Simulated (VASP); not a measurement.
# SbAu (zincblende type) (F-43m) in VASP: settings compared, part 2 of 2

VASP 6.6.1. Earlier steps stand in the parts before.

### Step 3. Electric field gradients, PBE (volume scaled by 1.03)

Contents of INCAR:

```
SYSTEM = SbAu
PREC     = Accurate       ! precision mode
ENCUT    = 520            ! plane-wave cutoff, eV
EDIFF    = 1E-8           ! SCF threshold, eV
ISMEAR   = -1             ! smearing method
SIGMA    = 0.08           ! smearing width, eV
LREAL    = .False.        ! projectors in reciprocal space
LASPH    = .True.         ! aspherical terms in the spheres
NELM     = 60             ! most SCF steps
ALGO     = Normal         ! electronic algorithm
ISIF     = 2              ! what is computed and relaxed
LWAVE    = .False.        ! write WAVECAR
LCHARG   = .False.        ! write CHGCAR
GGA      = PE             ! functional
LEFG     = .True.       
NBANDS   = 15             ! bands
```

Contents of KPOINTS:

```
Automatic mesh
0
Gamma
  10 10 10
  0 0 0
```

Contents of POSCAR:

```
SbAu
1.0
    0.0000000000      3.1416792501      3.1416792501
    3.1416792501      0.0000000000      3.1416792501
    3.1416792501      3.1416792501      0.0000000000
Au Sb
1 1
Direct
    0.0000000000      0.0000000000      0.0000000000
    0.2500000000      0.2500000000      0.2500000000
```

Potentials or basis: VASP PAW PBE potentials, release 64 (Au, Sb).

The run is started by

```sh
cat potpaw_PBE.64/Au/POTCAR potpaw_PBE.64/Sb/POTCAR > POTCAR
mpirun -np 1 vasp_std > vasp.out
```

OUTCAR:

```text
SYSTEM = SbAu
   PREC = Accurate
   ENCUT = 520
   EDIFF = 1E-8
   ISMEAR = -1
   LREAL = .False.
   LASPH = .True.
   NELM = 60
   ISIF = 2
   GGA = PE

 ion  position               nearest neighbor table
   1  0.000  0.000  0.000-   2 2.72   2 2.72   2 2.72   2 2.72
   2  0.250  0.250  0.250-   1 2.72   1 2.72   1 2.72   1 2.72

  LATTYP: Found a face centered cubic cell.
 ALAT       =     6.2833585002

  Lattice vectors:

 A1 = (   0.0000000000,   3.1416792501,   3.1416792501)
 A2 = (   3.1416792501,   0.0000000000,   3.1416792501)
 A3 = (   3.1416792501,   3.1416792501,   0.0000000000)

Analysis of symmetry for initial positions (statically):
=====================================================================
 Subroutine PRICEL returns:
 Original cell was already a primitive cell.

 Routine SETGRP: Setting up the symmetry group for a
 face centered cubic supercell.

 Subroutine GETGRP returns: Found 24 space group operations
[... 619 lines left out ...]
  volume of cell :       62.02
      direct lattice vectors                 reciprocal lattice vectors
     0.000000000  3.141679250  3.141679250    -0.159150556  0.159150556  0.159150556
     3.141679250  0.000000000  3.141679250     0.159150556 -0.159150556  0.159150556
     3.141679250  3.141679250  0.000000000     0.159150556  0.159150556 -0.159150556

 POSITION                                       TOTAL-FORCE (eV/Angst)
 -----------------------------------------------------------------------------------
      0.00000      0.00000      0.00000         0.000000      0.000000      0.000000
      1.57084      1.57084      1.57084        -0.000000     -0.000000     -0.000000
 -----------------------------------------------------------------------------------
    total drift:                               -0.000000     -0.000000     -0.000000

  FREE ENERGIE OF THE ION-ELECTRON SYSTEM (eV)
  ---------------------------------------------------
  free  energy   TOTEN  =        -7.1373615108 eV

  energy  without entropy=       -7.1064975565  energy(sigma->0) =       -7.12192953

 Electric field gradients (V/A^2)
---------------------------------------------------------------------
 ion       V_xx      V_yy      V_zz      V_xy      V_xz      V_yz
---------------------------------------------------------------------
   1      -0.000    -0.000     0.000    -0.000    -0.000    -0.000
   2      -0.000    -0.000    -0.000    -0.000    -0.000    -0.000
---------------------------------------------------------------------

 Electric field gradients after diagonalization (V/A^2)
 (convention: |V_zz| > |V_xx| > |V_yy|)
----------------------------------------------------------------------
 ion       V_xx      V_yy      V_zz     asymmetry (V_yy - V_xx)/ V_zz
----------------------------------------------------------------------
   1       0.000     0.000    -0.001       0.000
   2       0.000     0.000    -0.000       0.000
----------------------------------------------------------------------

           NMR quadrupolar parameters

 Cq : quadrupolar parameter    Cq=e*Q*V_zz/h
 eta: asymmetry parameters     (V_yy - V_xx)/ V_zz
 Q  : nuclear electric quadrupole moment in mb (millibarn)
----------------------------------------------------------------------
 ion       Cq(MHz)       eta       Q (mb)
----------------------------------------------------------------------
   1      -0.000       0.000       1.000
   2      -0.000       0.000       1.000
----------------------------------------------------------------------
```

OSZICAR:

```text
N       E                     dE             d eps       ncg     rms          rms(c)
DAV:   1     0.753916924424E+02    0.75392E+02   -0.64532E+03  1410   0.891E+02
DAV:   2    -0.539040381277E+01   -0.80782E+02   -0.72591E+02  1691   0.177E+02
DAV:   3    -0.761979118878E+01   -0.22294E+01   -0.22150E+01  1739   0.313E+01
DAV:   4    -0.763555481619E+01   -0.15764E-01   -0.15762E-01  1748   0.297E+00
DAV:   5    -0.763584066548E+01   -0.28585E-03   -0.28584E-03  1781   0.381E-01    0.600E+00
DAV:   6    -0.717427968963E+01    0.46156E+00   -0.21291E+00  1543   0.134E+01    0.422E+00
DAV:   7    -0.714707758710E+01    0.27202E-01   -0.88771E-02  1473   0.287E+00    0.235E+00
DAV:   8    -0.713796830150E+01    0.91093E-02   -0.20375E-02  1592   0.814E-01    0.184E-01
DAV:   9    -0.713738117890E+01    0.58712E-03   -0.18402E-03  1676   0.394E-01    0.156E-01
DAV:  10    -0.713735756904E+01    0.23610E-04   -0.24827E-04  1599   0.868E-02    0.344E-02
DAV:  11    -0.713736265491E+01   -0.50859E-05   -0.59218E-05  1613   0.615E-02    0.182E-02
DAV:  12    -0.713736138525E+01    0.12697E-05   -0.75642E-06  1571   0.213E-02    0.917E-03
DAV:  13    -0.713736149011E+01   -0.10485E-06   -0.98317E-07  1823   0.566E-03    0.180E-03
DAV:  14    -0.713736148109E+01    0.90163E-08   -0.11579E-07  1620   0.196E-03    0.102E-03
DAV:  15    -0.713736150628E+01   -0.25193E-07   -0.38739E-09  1454   0.383E-04    0.514E-04
DAV:  16    -0.713736151076E+01   -0.44788E-08   -0.13240E-09   929   0.285E-04
   1 F= -.71373615E+01 E0= -.71219295E+01  d E =-.308640E-01
```

stdout:

```text
POSCAR found type information on POSCAR AuSb
 POSCAR found :  2 types and       2 ions
 scaLAPACK will be used
 LDA part: xc-table for (Slater+PW92), standard interpolation
 POSCAR, INCAR and KPOINTS ok, starting setup
 FFT: planning ... GRIDC
 FFT: planning ... GRID_SOFT
 FFT: planning ... GRID
 WAVECAR not read
 entering main loop
ion   1

ion   2
```

It took 47 s on 1 thread of Intel Xeon Platinum 8259CL at 2.50GHz (Skylake/Cascade Lake), shared host; peak memory 0.23 GiB.

What came out:

- Free energy: -7.1374 eV
- Pressure: -1.8 GPa
- Band gap on the k mesh: zero (band 8 reaches 7.18 eV, above the bottom of band 9 at 3.68 eV)

Levels at points of the mesh, in eV from the Fermi level:
```csv
k point,band 5,band 6,band 7,band 8,band 9,band 10,band 11,band 12
"(0.00, 0.00, 0.00)",-4.06,-4.06,2.01,2.56,2.56,2.56,5.45,5.45
"(0.50, 0.00, 0.00)",-4.01,-4.01,-3.68,1.02,1.02,2.74,6.44,6.44
"(0.50, 0.50, 0.00)",-3.94,-3.60,-3.49,-0.84,-0.84,3.61,3.81,10.43
```

Caveat: without QUAD_EFG the Cq values of the log hold for a quadrupole moment of 1 mb, not for the nuclei; spin-orbit coupling is left out, which moves the levels of the heavy elements.

### Step 4. Electric field gradients, PBE (volume scaled by 1.06)

Contents of INCAR:

```
  PREC = Accurate
  ENCUT = 520
  EDIFF = 1E-8
  ISMEAR = -1
  SIGMA = 0.08
  LREAL = F
  LASPH = T
  NELM = 80
  ALGO = Normal
  ISIF = 2
  LWAVE = F
  LCHARG = F
  GGA = PE
  LEFG = T
  NBANDS = 15
```

Contents of KPOINTS:

```
Automatic mesh
0
Gamma
  10 10 10
```

Contents of POSCAR:

```
SbAu
1.0
    0.0000000000      3.1718895577      3.1718895577
    3.1718895577      0.0000000000      3.1718895577
    3.1718895577      3.1718895577      0.0000000000
Au Sb
1 1
Direct
    0.0000000000      0.0000000000      0.0000000000
    0.2500000000      0.2500000000      0.2500000000
```

Potentials or basis: VASP PAW PBE potentials, release 64 (Au, Sb).

The run is started by

```sh
cat potpaw_PBE.64/Au/POTCAR potpaw_PBE.64/Sb/POTCAR > POTCAR
mpirun -np 1 vasp_std > vasp.out
```

OUTCAR:

```text
PREC = Accurate
   ENCUT = 520
   EDIFF = 1E-8
   ISMEAR = -1
   LREAL = F
   LASPH = T
   NELM = 80
   ISIF = 2
   GGA = PE

 ion  position               nearest neighbor table
   1  0.000  0.000  0.000-   2 2.75   2 2.75   2 2.75   2 2.75
   2  0.250  0.250  0.250-   1 2.75   1 2.75   1 2.75   1 2.75

  LATTYP: Found a face centered cubic cell.
 ALAT       =     6.3437791154

  Lattice vectors:

 A1 = (   0.0000000000,   3.1718895577,   3.1718895577)
 A2 = (   3.1718895577,   0.0000000000,   3.1718895577)
 A3 = (   3.1718895577,   3.1718895577,   0.0000000000)

Analysis of symmetry for initial positions (statically):
=====================================================================
 Subroutine PRICEL returns:
 Original cell was already a primitive cell.

 Routine SETGRP: Setting up the symmetry group for a
 face centered cubic supercell.

 Subroutine GETGRP returns: Found 24 space group operations
 (whereof 24 operations were pure point group operations)
 out of a pool of 48 trial point group operations.

The static configuration has the point symmetry T_d .

Analysis of symmetry for dynamics (positions and initial velocities):
=====================================================================
 Subroutine PRICEL returns:
 Original cell was already a primitive cell.

 Routine SETGRP: Setting up the symmetry group for a
 face centered cubic supercell.

 Subroutine GETGRP returns: Found 24 space group operations
 (whereof 24 operations were pure point group operations)
 out of a pool of 48 trial point group operations.

The dynamic configuration has the point symmetry T_d .

 Subroutine INISYM returns: Found 24 space group operations
 (whereof 24 operations are pure point group operations),
 and found     1 'primitive' translations

----------------------------------------------------------------------------------------

                                     Primitive cell

  volume of cell :      63.8240

  direct lattice vectors                    reciprocal lattice vectors
     0.000000000  3.171889558  3.171889558    -0.157634744  0.157634744  0.157634744
     3.171889558  0.000000000  3.171889558     0.157634744 -0.157634744  0.157634744
     3.171889558  3.171889558  0.000000000     0.157634744  0.157634744 -0.157634744

  length of vectors
     4.485729231  4.485729231  4.485729231     0.273031387  0.273031387  0.273031387

  position of ions in fractional coordinates (direct lattice)
     0.000000000  0.000000000  0.000000000
     0.250000000  0.250000000  0.250000000

  ion indices of the primitive-cell ions
   primitive index   ion index
                 1           1
                 2           2

----------------------------------------------------------------------------------------

 KPOINTS: Automatic mesh

Automatic generation of k-mesh.
 Grid dimensions read from file:
 generate k-points for:   10   10   10

[... 75 lines left out ...]
   NUPDOWN=      -1.0000    fix difference up-down
   EMIN   =  10.00;   EMAX   =-10.00  energy-range for DOS
   EFERMI =   0.00;   METHOD = LEGACY
   ISMEAR =    -1;   SIGMA  =   0.08  broadening in eV -4-tet -1-fermi 0-gaus
   EFERMI_NEDOS =   21; number of points for ismear=-14 and -15
   IALGO  =     38    algorithm
   IMIX   =      4    mixing-type and parameters
     AMIX     =   0.40;   BMIX     =  1.00
     AMIX_MAG =   1.60;   BMIX_MAG =  1.00
  volume/ion in A,a.u.               =      31.91       215.35
  Fermi-wavevector in a.u.,A,eV,Ry     =   1.032254  1.950678 14.497678  1.065549
  Thomas-Fermi vector in A             =   2.166443
   LORBIT       =      0    0 simple, 1 ext, 2 COOP (PROOUT), +10 PAW based schemes
   GGA     = PE    functional components
   LHFCALC =     F    Hartree Fock is set to
   AEXX    =    0.0000 exact exchange contribution
   IVDW    =     0    specifies the selected vdW correction
   LEPSILON=     F    determine dielectric tensor
   LRPA    =     F    only Hartree local field effects (RPA)
 non-spin polarized calculation
  energy-cutoff  :      520.00
  volume of cell :       63.82
 maximum number of plane-waves:      1759
 NGX is ok and might be reduce to    36
   NGX = 17   NGY = 17   NGZ = 17

 number of electron      15.9999999 magnetization

 Free energy of the ion-electron system (eV)
  ---------------------------------------------------
  ext. energy  EPLUGINS =         0.00000000
  ---------------------------------------------------
  free energy    TOTEN  =        -7.10980743 eV

  energy without entropy =       -7.07824452  energy(sigma->0) =       -7.09402597

 E-fermi :   4.3300     XC(G=0):  -9.0436

 val. band max:        4.2699965960   @ k =  -0.4000   0.3000   0.1000
 cond. band min:       4.3409078951   @ k =  -0.4000   0.3000   0.0000
 fundamental gap:      0.0709112991
 Fermi energy:         4.3299624205

 k-point     1 :       0.0000    0.0000    0.0000
  band No.  band energies     occupation
      1      -5.9617      2.00000
      2      -0.5237      2.00000
      3      -0.5237      2.00000
      4      -0.5237      2.00000
      5       0.3789      2.00000
      6       0.3789      2.00000
      7       6.1641      0.00000
      8       6.7723      0.00000
      9       6.7723      0.00000
     10       6.7723      0.00000
     11       9.7475      0.00000
     12       9.7475      0.00000
     13       9.7475      0.00000
     14      11.7385      0.00000
[... 401 lines left out ...]
      2      -0.7737      2.00000
      3      -0.1069      2.00000
      4      -0.1068      2.00000
      5       0.3547      2.00000
      6       0.4586      2.00000
      7       2.0752      2.00000
      8       3.9064      1.99002
      9       4.1316      1.84542
     10       8.0574      0.00000
     11       8.8178      0.00000
     12      12.3588      0.00000
     13      13.1578      0.00000
     14      14.3402      0.00000
     15      15.6185      0.00000

 [... further k-points ...]
[... 5 lines left out ...]
  --------------------------------------------------------------------------------------
  -------------------------------------------------------------------------------------
  Total       -1.2356747     -1.2356747     -1.2356747      0.0000000     -0.0000000     -0.0000000
  in kB      -31.0191986    -31.0191986    -31.0191986      0.0000000     -0.0000000     -0.0000000
  external PRESSURE =     -31.0191986 kB  Pullay stress =       0.0000000 kB

 VOLUME and BASIS-vectors are now :
 -----------------------------------------------------------------------------
  energy-cutoff  :      520.00
  volume of cell :       63.82
      direct lattice vectors                 reciprocal lattice vectors
     0.000000000  3.171889558  3.171889558    -0.157634744  0.157634744  0.157634744
     3.171889558  0.000000000  3.171889558     0.157634744 -0.157634744  0.157634744
     3.171889558  3.171889558  0.000000000     0.157634744  0.157634744 -0.157634744

 POSITION                                       TOTAL-FORCE (eV/Angst)
 -----------------------------------------------------------------------------------
      0.00000      0.00000      0.00000         0.000000      0.000000      0.000000
      1.58594      1.58594      1.58594        -0.000000     -0.000000     -0.000000
 -----------------------------------------------------------------------------------
    total drift:                               -0.000000     -0.000000      0.000000

  FREE ENERGIE OF THE ION-ELECTRON SYSTEM (eV)
  ---------------------------------------------------
  free  energy   TOTEN  =        -7.1098074255 eV

  energy  without entropy=       -7.0782445171  energy(sigma->0) =       -7.09402597

 Electric field gradients (V/A^2)
---------------------------------------------------------------------
 ion       V_xx      V_yy      V_zz      V_xy      V_xz      V_yz
---------------------------------------------------------------------
   1       0.000    -0.000     0.000    -0.000    -0.000    -0.000
   2      -0.000     0.000     0.000    -0.000    -0.000    -0.000
---------------------------------------------------------------------

 Electric field gradients after diagonalization (V/A^2)
 (convention: |V_zz| > |V_xx| > |V_yy|)
----------------------------------------------------------------------
 ion       V_xx      V_yy      V_zz     asymmetry (V_yy - V_xx)/ V_zz
----------------------------------------------------------------------
   1       0.000     0.000    -0.001       0.000
   2       0.000     0.000    -0.000       0.000
----------------------------------------------------------------------

           NMR quadrupolar parameters

 Cq : quadrupolar parameter    Cq=e*Q*V_zz/h
 eta: asymmetry parameters     (V_yy - V_xx)/ V_zz
 Q  : nuclear electric quadrupole moment in mb (millibarn)
----------------------------------------------------------------------
 ion       Cq(MHz)       eta       Q (mb)
----------------------------------------------------------------------
   1      -0.000       0.000       1.000
   2      -0.000       0.000       1.000
----------------------------------------------------------------------
```

Run time: 48 s. Hardware: 1 thread of Intel Xeon Platinum 8259CL at 2.50GHz (Skylake/Cascade Lake), shared host; peak memory 0.23 GiB.

Results:

| Item | Value |
| --- | --- |
| Free energy | -7.1098 eV |
| Pressure | -3.1 GPa |
| Band gap on the k mesh | zero (band 8 reaches 6.77 eV, above the bottom of band 9 at 3.43 eV) |

Caveat: without QUAD_EFG the Cq values of the log hold for a quadrupole moment of 1 mb, not for the nuclei; spin-orbit coupling is left out, which moves the levels of the heavy elements.

### Step 5. Density of states, PBE

Contents of POSCAR:

```
SbAu
1.0
    0.0000000000      3.1108764896      3.1108764896
    3.1108764896      0.0000000000      3.1108764896
    3.1108764896      3.1108764896      0.0000000000
Au Sb
1 1
Direct
    0.0000000000      0.0000000000      0.0000000000
    0.2500000000      0.2500000000      0.2500000000
```

Contents of INCAR.step1:

```
  PREC = Accurate
  ENCUT = 520
  EDIFF = 1E-6
  ISMEAR = -1
  SIGMA = 0.08
  LREAL = False
  LASPH = True
  NELM = 80
  ALGO = Normal
  ISIF = 2
  LWAVE = False
  LCHARG = True
  LMAXMIX = 4
  GGA = PE
  NBANDS = 15
```

Contents of KPOINTS.step1:

```
Automatic mesh
0
Gamma
  10 10 10
```

Contents of INCAR.step2:

```
  PREC = Accurate
  ENCUT = 520
  EDIFF = 1E-6
  ISMEAR = -5
  SIGMA = 0.08
  LREAL = False
  LASPH = True
  NELM = 80
  ALGO = Normal
  ISIF = 2
  LWAVE = False
  LCHARG = False
  LMAXMIX = 4
  GGA = PE
  LORBIT = 11
  NEDOS = 1001
  ICHARG = 11
```

Contents of KPOINTS.step2:

```
Automatic mesh
0
Gamma
  15 15 15
```

The run is started by

```sh
cat potpaw_PBE.64/Au/POTCAR potpaw_PBE.64/Sb/POTCAR > POTCAR
cp INCAR.step1 INCAR
cp KPOINTS.step1 KPOINTS
mpirun -np 1 vasp_std > vasp.out
cp INCAR.step2 INCAR
cp KPOINTS.step2 KPOINTS
mpirun -np 1 vasp_std > vasp.out
```

Wall time 76 s (1 thread of Intel Xeon Platinum 8259CL at 2.50GHz (Skylake/Cascade Lake), shared host); peak memory 0.27 GiB.

The run converged. Its results:

```
Valence electrons inside the program's atomic spheres : Au 9.72; Sb 2.36
```

Levels at points of the mesh, in eV from the Fermi level:
```
           k point  band 5  band 6  band 7  band 8  band 9  band 10  band 11  band 12
(0.00, 0.00, 0.00)   -4.18   -4.18    2.18    2.67    2.67     2.67     5.47     5.47
```

Caveat: spin-orbit coupling is left out, which moves the levels of the heavy elements; tetrahedron occupations give inexact forces and stress in metals.

### Step 6. Overview

```csv
task,level,cell,k mesh for the DOS,occupations for the DOS,gap on the mesh (eV),pressure (GPa)
electric field gradients,revPBE,"a = 4.399 Å, angles 60.0°, 2 atoms",-,-,none,1.0
electric field gradients,PBE,"a = 4.443 Å, angles 60.0°, 2 atoms",-,-,none,-1.8
electric field gradients,PBE,"a = 4.486 Å, angles 60.0°, 2 atoms",-,-,none,-3.1
density of states,PBE,"a = 4.399 Å, angles 60.0°, 2 atoms",15 × 15 × 15,tetrahedron,-,-
```

Alike in all rows: potentials or basis VASP PAW PBE potentials, release 64 (Au, Sb); no spin polarisation; k mesh 10 × 10 × 10; cutoff (eV) 520; smearing fermi-dirac 0.08 eV.

Caveats: spin-orbit coupling is left out, which moves the levels of the heavy elements; the PAW data sets were made with another functional, which shifts forces and pressure a little (some runs); tetrahedron occupations give inexact forces and stress in metals (some runs).

Total energies depend on the potentials used, so only differences within one code and one set of settings carry meaning.
